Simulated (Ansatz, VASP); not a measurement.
**LiF in VASP and in Ansatz**

The input INCAR:

```
  PREC = Accurate
  ENCUT = 520
  EDIFF = 1E-6
  ISMEAR = -1
  SIGMA = 0.02
  LREAL = False
  LASPH = True
  NELM = 60
  ALGO = Normal
  ISIF = 2
  LWAVE = False
  LCHARG = False
  GGA = PE
  NBANDS = 12
```

File KPOINTS:

```
Automatic mesh
0
Gamma
  10 10 10
```

Contents of POSCAR:

```
LiF
1.0
    0.0000000000      2.1007967349      1.9948691814
    1.9948691814      0.0000000000      1.9948691814
    1.9948691814      2.1007967349      0.0000000000
Li F
1 1
Direct
    0.0000000000      0.0000000000      0.0000000000
    0.5000000000      0.5000000000      0.5000000000
```

Input for Ansatz:

```yaml
crystal:
  lattice:
    - [0.0, 2.1007967349, 1.9948691814]
    - [1.9948691814, 0.0, 1.9948691814]
    - [1.9948691814, 2.1007967349, 0.0]
  atoms:
    - { symbol: Li, position: [0.0, 0.0, 0.0] }
    - { symbol: F, position: [0.5, 0.5, 0.5] }
kpoints:
  mp_grid: { grid: [10, 10, 10] }
  band_path:
    path:
      - [0.0, 0.0, 0.0]
      - [0.5, 0.0, 0.5]
      - [0.625, 0.25, 0.625]
      - [0.375, 0.375, 0.75]
      - [0.5, 0.5, 0.5]
      - [0.5, 0.25, 0.75]
    npoints: 1
hamiltonian:
  xc: pbe
scf:
  occupations: { method: fermi_dirac, width: 0.02 }
  n_extra_bands: 4
output:
  forces: true
  stress: true
  eigenvalues: true
```

Change from the starting cell: uniaxial_y strain +5.3%.

Alike in both runs: task single point; functional PBE; k mesh 10 × 10 × 10; occupations fermi-dirac, width 0.02 eV; no spin polarisation.

```csv
,VASP,Ansatz
version,VASP 6.6.1,Ansatz 0.2.0
potentials or method,"VASP PAW PBE potentials, release 64 (Li_sv, F)","plane waves, PAW"
plane-wave cutoff (eV),520,420
valence electrons in the cell,10,10
```

|  | VASP | Ansatz | Ansatz less VASP |
| --- | --- | --- | --- |
| gap on the k mesh at the Fermi level (eV) | 8.81 | 8.81 | 0.000 |

With one functional, cell and mesh, what is left measures potentials, basis and numerics.

Noted on VASP's run: the cutoff is short for stress, so the pressure is rough.
